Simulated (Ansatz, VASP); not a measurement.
# One calculation of NaI, two programs

```xyz
2
Lattice="0.0000 3.2364 3.2364 3.2364 0.0000 3.2364 3.2364 3.2364 0.0000" Properties=species:S:1:pos:R:3 pbc="T T T"
Na    0.0000    0.0000    0.0000
I     3.2364    3.2364    3.2364
```

Alike in both runs: task relaxation of cell and atoms; functional LDA; k mesh 12 × 12 × 12; occupations fermi-dirac, width 0.1 eV; no spin polarisation.

|  | VASP | Ansatz |
| --- | --- | --- |
| version | VASP 6.6.1 | Ansatz 0.2.0 |
| potentials or method | VASP PAW LDA potentials, release 64 (Na_pv, I) | PAW with Ansatz's default frozen-core files, scalar-relativistic |
| plane-wave cutoff (eV) | 600 | 420 |
| valence electrons in the cell | 14 | 26 |

|  | VASP | Ansatz | Ansatz less VASP |
| --- | --- | --- | --- |
| relaxed volume (Å³/atom) | 30.73 | 30.70 | -0.030 |
| relaxed cell length with the largest relative difference (Å) | 4.429 | 4.428 | -0.0015 |

LDA's correlation is that of Perdew and Zunger in VASP and of Perdew and Wang (1992) in Ansatz. VASP's potentials hold 14 valence electrons a cell and Ansatz's 26, so a difference there can come from the potentials and not from the codes.

Spin-orbit coupling is off throughout.
